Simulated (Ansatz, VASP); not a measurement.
## Two plane-wave programs on SiC

```
CELL_PARAMETERS angstrom
0.00000 2.17805 2.17805
2.17805 0.00000 2.17805
2.17805 2.17805 0.00000
ATOMIC_POSITIONS crystal
Si 0.25000 0.25000 0.25000
C 0.00000 0.00000 0.00000
```

Alike in both runs: task single point; functional PBEsol; k mesh 8 × 8 × 8; occupations gaussian, width 0.5 eV; no spin polarisation.

|  | VASP | Ansatz |
| --- | --- | --- |
| version | VASP 6.6.1 | Ansatz 0.2.0 |
| potentials or method | VASP PAW PBE potentials, release 64 (Si, C) | plane waves |
| plane-wave cutoff (eV) | 600 | 420 |
| valence electrons in the cell | 8 | 8 |

|  | VASP | Ansatz | Ansatz less VASP |
| --- | --- | --- | --- |
| pressure (GPa) | 0.3 | 0.1 | -0.23 |

VASP's potentials were made for PBE, not for PBEsol.
